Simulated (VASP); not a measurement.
# RbCaH3 (P4/mmm) in VASP: a series of runs, part 2 of 2

VASP 6.6.1. The steps go on from the part before.

## 4. Single point, LDA (strain +0.0250 x Voigt [1, 1, 0, 0, 0, 0])

Input file INCAR:

```
PREC     = Accurate       # precision mode
ENCUT    = 520            # plane-wave cutoff, eV
EDIFF    = 1E-6           # SCF threshold, eV
ISMEAR   = 0              # smearing method
SIGMA    = 0.05           # smearing width, eV
LREAL    = F              # projectors in reciprocal space
LASPH    = T              # aspherical terms in the spheres
NELM     = 100            # most SCF steps
ALGO     = Normal         # electronic algorithm
ISIF     = 2              # what is computed and relaxed
LWAVE    = F              # write WAVECAR
LCHARG   = F              # write CHGCAR
GGA      = CA             # functional
NBANDS   = 19             # bands
```

Input file KPOINTS:

```
Automatic mesh
0
Gamma
  6 6 6
```

Input file POSCAR:

```
RbCaH3
1.0
    4.6606750000      0.0000000000      0.0000000000
    0.0000000000      4.6606750000      0.0000000000
    0.0000000000      0.0000000000      4.5470000000
Rb Ca H
1 1 3
Direct
    0.0000000000      0.0000000000      0.0000000000
    0.5000000000      0.5000000000      0.5000000000
    0.0000000000      0.5000000000      0.5000000000
    0.5000000000      0.0000000000      0.5000000000
    0.5000000000      0.5000000000      0.0000000000
```

Run with:

```sh
$ cat potpaw_LDA.64/Rb_sv/POTCAR potpaw_LDA.64/Ca_sv/POTCAR potpaw_LDA.64/H/POTCAR > POTCAR
$ mpirun -np 1 vasp_std > vasp.out
```

Run time: 56 s. Hardware: 1 thread of Intel Xeon Platinum 8259CL at 2.50GHz (Skylake/Cascade Lake), shared host; peak memory 0.22 GiB.

It converged, with:

| Item | Value |
| --- | --- |
| Free energy | -15.7247 eV |
| Pressure | -3.2 GPa |
| Band gap on the k mesh | 2.94 eV (least direct gap 2.94 eV) |

Stress tensor (GPa, compression positive):
```
-3.52  0.00  0.00
 0.00 -3.52  0.00
 0.00  0.00 -2.70
```

Levels at points of the mesh, in eV from the valence-band top:
| k point | band 7 | band 8 | band 9 | band 10 | band 11 | band 12 | band 13 | band 14 | band 15 | band 16 |
| --- | --- | --- | --- | --- | --- | --- | --- | --- | --- | --- |
| (0.00, 0.00, 0.00) | -9.37 | -9.35 | -2.70 | -0.30 | -0.30 | 5.74 | 5.83 | 5.83 | 6.90 | 6.90 |
| (0.50, 0.00, 0.00) | -9.36 | -9.34 | -1.52 | -0.71 | -0.08 | 5.30 | 5.39 | 5.66 | 5.81 | 6.09 |
| (0.50, 0.50, 0.00) | -9.49 | -9.33 | -1.14 | -0.03 | -0.03 | 2.94 | 4.89 | 4.89 | 5.32 | 6.07 |
| (0.00, 0.00, 0.50) | -9.35 | -9.35 | -1.42 | -0.66 | -0.04 | 5.27 | 5.27 | 5.68 | 5.97 | 6.04 |
| (0.50, 0.00, 0.50) | -9.48 | -9.34 | -1.06 | -0.02 | 0.00 | 2.94 | 4.75 | 4.76 | 5.48 | 6.13 |
| (0.50, 0.50, 0.50) | -9.46 | -9.46 | -0.18 | -0.18 | -0.16 | 4.13 | 4.13 | 4.21 | 5.25 | 6.12 |

Caveat: the cell differs from its parent crystal (strain +0.0250 x Voigt [1, 1, 0, 0, 0, 0]); the cell stands under tension.

## 5. Single point, LDA (strain +0.0500 x Voigt [1, 1, 0, 0, 0, 0])

Input file INCAR:

```
PREC = Accurate
ENCUT = 520
EDIFF = 1E-6
ISMEAR = 0
SIGMA = 0.05
LREAL = False
LASPH = True
NELM = 60
ALGO = Normal
ISIF = 2
LWAVE = False
LCHARG = False
GGA = CA
NBANDS = 19
```

Input file KPOINTS:

```
regular mesh
0
Gamma
  6 6 6
```

Changes to POSCAR since step 4:

```diff
@@ -2,4 +2,4 @@
 1.0
-    4.6606750000      0.0000000000      0.0000000000
-    0.0000000000      4.6606750000      0.0000000000
+    4.7743500000      0.0000000000      0.0000000000
+    0.0000000000      4.7743500000      0.0000000000
     0.0000000000      0.0000000000      4.5470000000
```

Potentials or basis: VASP PAW LDA potentials, release 64 (Rb_sv, Ca_sv, H).

Run with:

```sh
$ cat potpaw_LDA.64/Rb_sv/POTCAR potpaw_LDA.64/Ca_sv/POTCAR potpaw_LDA.64/H/POTCAR > POTCAR
$ mpirun -np 1 vasp_std > vasp.out
```

OUTCAR:

```text
PREC = Accurate
   ENCUT = 520
   EDIFF = 1E-6
   ISMEAR = 0
   LREAL = False
   LASPH = True
   NELM = 60
   ISIF = 2
   GGA = CA

 ion  position               nearest neighbor table
   1  0.000  0.000  0.000-   3 3.30   4 3.30   3 3.30   4 3.30   3 3.30   3 3.30   4 3.30   4 3.30
                             2 4.07   2 4.07   2 4.07   2 4.07   2 4.07   2 4.07   2 4.07   2 4.07
   2  0.500  0.500  0.500-   1 4.07   1 4.07   1 4.07   1 4.07   1 4.07   1 4.07   1 4.07   1 4.07

   3  0.000  0.500  0.500-   1 3.30   1 3.30   1 3.30   1 3.30
   4  0.500  0.000  0.500-   1 3.30   1 3.30   1 3.30   1 3.30
   5  0.500  0.500  0.000-

  LATTYP: Found a simple tetragonal cell.
 ALAT       =     4.7743500000
 C/A-ratio  =     0.9523809524

  Lattice vectors:

 A1 = (   4.7743500000,   0.0000000000,   0.0000000000)
 A2 = (   0.0000000000,   4.7743500000,   0.0000000000)
 A3 = (   0.0000000000,   0.0000000000,   4.5470000000)

Analysis of symmetry for initial positions (statically):
=====================================================================
 Subroutine PRICEL returns:
 Original cell was already a primitive cell.

 Routine SETGRP: Setting up the symmetry group for a
 simple tetragonal supercell.

 Subroutine GETGRP returns: Found 16 space group operations
 (whereof 16 operations were pure point group operations)
 out of a pool of 16 trial point group operations.

The static configuration has the point symmetry D_4h.

Analysis of symmetry for dynamics (positions and initial velocities):
=====================================================================
 Subroutine PRICEL returns:
 Original cell was already a primitive cell.

 Routine SETGRP: Setting up the symmetry group for a
 simple tetragonal supercell.

 Subroutine GETGRP returns: Found 16 space group operations
 (whereof 16 operations were pure point group operations)
 out of a pool of 16 trial point group operations.

The dynamic configuration has the point symmetry D_4h.

 Subroutine INISYM returns: Found 16 space group operations
[... 120 lines left out ...]
   IALGO  =     38    algorithm
   IMIX   =      4    mixing-type and parameters
     AMIX     =   0.40;   BMIX     =  1.00
     AMIX_MAG =   1.60;   BMIX_MAG =  1.00
  volume/ion in A,a.u.               =      20.73       139.89
  Fermi-wavevector in a.u.,A,eV,Ry     =   0.976558  1.845426 12.975399  0.953665
  Thomas-Fermi vector in A             =   2.107186
   LORBIT       =      0    0 simple, 1 ext, 2 COOP (PROOUT), +10 PAW based schemes
   GGA     = CA    functional components
   LHFCALC =     F    Hartree Fock is set to
   AEXX    =    0.0000 exact exchange contribution
   IVDW    =     0    specifies the selected vdW correction
   LEPSILON=     F    determine dielectric tensor
   LRPA    =     F    only Hartree local field effects (RPA)
 non-spin polarized calculation
 Gauss-broadening in eV      SIGMA  =   0.05
  energy-cutoff  :      520.00
  volume of cell :      103.65
 maximum number of plane-waves:      2812
 NGX is ok and might be reduce to    36
   NGX = 17   NGY = 17   NGZ = 17

 number of electron      21.9999995 magnetization

 Free energy of the ion-electron system (eV)
  ---------------------------------------------------
  ext. energy  EPLUGINS =         0.00000000
  ---------------------------------------------------
  free energy    TOTEN  =       -15.60597727 eV

  energy without entropy =      -15.60597727  energy(sigma->0) =      -15.60597727

 E-fermi :  -1.5019     XC(G=0):  -7.8551

 val. band max:       -1.7202163927   @ k =   0.0000   0.0000   0.5000
 cond. band min:       1.1803638497   @ k =   0.5000   0.5000   0.0000
 fundamental gap:      2.9005802424
 Fermi energy:        -1.5018811830

 k-point     1 :       0.0000    0.0000    0.0000
  band No.  band energies     occupation
      1     -40.1768      2.00000
      2     -27.0552      2.00000
      3     -21.4825      2.00000
      4     -21.4825      2.00000
      5     -21.4552      2.00000
      6     -11.1872      2.00000
[... 505 lines left out ...]
      6     -11.2845      2.00000
[... 11 lines left out ...]
     18       5.9205      0.00000
     19       6.1694      0.00000

 [... further k-points ...]
[... 5 lines left out ...]
  --------------------------------------------------------------------------------------
  -------------------------------------------------------------------------------------
  Total       -2.8248332     -2.8248332     -1.9048562      0.0000000     -0.0000000     -0.0000000
  in kB      -43.6666559    -43.6666559    -29.4455260      0.0000000     -0.0000000     -0.0000000
  external PRESSURE =     -38.9262793 kB  Pullay stress =       0.0000000 kB

 VOLUME and BASIS-vectors are now :
 -----------------------------------------------------------------------------
  energy-cutoff  :      520.00
  volume of cell :      103.65
      direct lattice vectors                 reciprocal lattice vectors
     4.774350000  0.000000000  0.000000000     0.209452596  0.000000000  0.000000000
     0.000000000  4.774350000  0.000000000     0.000000000  0.209452596  0.000000000
     0.000000000  0.000000000  4.547000000     0.000000000  0.000000000  0.219925225

 POSITION                                       TOTAL-FORCE (eV/Angst)
 -----------------------------------------------------------------------------------
      0.00000      0.00000      0.00000         0.000000      0.000000      0.000000
      2.38718      2.38718      2.27350         0.000000      0.000000      0.000000
      0.00000      2.38718      2.27350         0.000000      0.000000      0.000000
      2.38718      0.00000      2.27350         0.000000      0.000000      0.000000
      2.38718      2.38718      0.00000         0.000000      0.000000      0.000000
 -----------------------------------------------------------------------------------
    total drift:                                0.000000      0.000000      0.000000

  FREE ENERGIE OF THE ION-ELECTRON SYSTEM (eV)
  ---------------------------------------------------
  free  energy   TOTEN  =       -15.6059772702 eV

  energy  without entropy=      -15.6059772702  energy(sigma->0) =      -15.60597727
```

OSZICAR:

```text
N       E                     dE             d eps       ncg     rms          rms(c)
DAV:   1     0.138313259222E+03    0.13831E+03   -0.10121E+04  1520   0.102E+03
DAV:   2    -0.745029786046E+01   -0.14576E+03   -0.14313E+03  1792   0.249E+02
DAV:   3    -0.168147975058E+02   -0.93645E+01   -0.93329E+01  2760   0.542E+01
DAV:   4    -0.170628510068E+02   -0.24805E+00   -0.24789E+00  2063   0.759E+00
DAV:   5    -0.170721002957E+02   -0.92493E-02   -0.92489E-02  2330   0.968E-01    0.655E+00
DAV:   6    -0.159502576950E+02    0.11218E+01   -0.10729E+00  1685   0.350E+00    0.341E+00
DAV:   7    -0.156036337412E+02    0.34662E+00   -0.12681E+00  1778   0.366E+00    0.106E+00
DAV:   8    -0.156091975070E+02   -0.55638E-02   -0.12454E-01  2017   0.151E+00    0.256E-01
DAV:   9    -0.156062985340E+02    0.28990E-02   -0.62690E-03  1944   0.346E-01    0.917E-02
DAV:  10    -0.156059781075E+02    0.32043E-03   -0.20658E-03  2029   0.217E-01    0.362E-02
DAV:  11    -0.156060101634E+02   -0.32056E-04   -0.28835E-04  1918   0.794E-02    0.259E-02
DAV:  12    -0.156059769227E+02    0.33241E-04   -0.95858E-05  2027   0.325E-02    0.565E-03
DAV:  13    -0.156059772702E+02   -0.34744E-06   -0.40320E-06  1650   0.862E-03
   1 F= -.15605977E+02 E0= -.15605977E+02  d E =-.708200E-12
```

It took 54 s on 1 thread of Intel Xeon Platinum 8259CL at 2.50GHz (Skylake/Cascade Lake), shared host; peak memory 0.23 GiB.

What came out:

```yaml
Free_energy: -15.6060 eV
Pressure: -3.9 GPa
Band_gap_on_the_k_mesh: 2.90 eV (least direct gap 2.95 eV)
```

Stress tensor (GPa, compression positive):
```
-4.37  0.00  0.00
 0.00 -4.37  0.00
 0.00  0.00 -2.94
```

Levels at points of the mesh, in eV from the valence-band top:
```tsv
k point	band 8	band 9	band 10	band 11	band 12	band 13	band 14	band 15
(0.00, 0.00, 0.00)	-9.44	-2.63	-0.27	-0.26	5.55	5.72	5.72	6.57
(0.50, 0.00, 0.00)	-9.43	-1.55	-0.72	-0.07	5.16	5.33	5.57	5.59
(0.50, 0.50, 0.00)	-9.42	-1.16	-0.09	-0.09	2.90	4.90	4.90	5.05
(0.00, 0.00, 0.50)	-9.45	-1.36	-0.63	0.00	5.10	5.10	5.65	5.86
(0.50, 0.00, 0.50)	-9.44	-0.99	-0.07	-0.03	2.93	4.63	4.66	5.33
(0.50, 0.50, 0.50)	-9.54	-0.19	-0.19	-0.17	4.02	4.02	4.15	4.99
```

Caveat: the cell differs from its parent crystal (strain +0.0500 x Voigt [1, 1, 0, 0, 0, 0]); the cell stands under tension. A k mesh can miss the band edges.

## 6. Summary

```tsv
cell	gap on the mesh (eV)	pressure (GPa)
a = 4.320, b = 4.320, c = 4.547 Å, 5 atoms	2.76	0.2
a = 4.433, b = 4.433, c = 4.547 Å, 5 atoms	2.86	-1.3
a = 4.661, b = 4.661, c = 4.547 Å, 5 atoms	2.94	-3.2
a = 4.774, b = 4.774, c = 4.547 Å, 5 atoms	2.90	-3.9
```

Alike in all rows: task single point; level LDA; potentials or basis VASP PAW LDA potentials, release 64 (Rb_sv, Ca_sv, H); no spin polarisation; k mesh 6 × 6 × 6; cutoff (eV) 520; smearing gaussian 0.05 eV.

Caveats: the cell stands under tension (at least some runs).

Absolute energies hang on the potentials; compare differences alone.
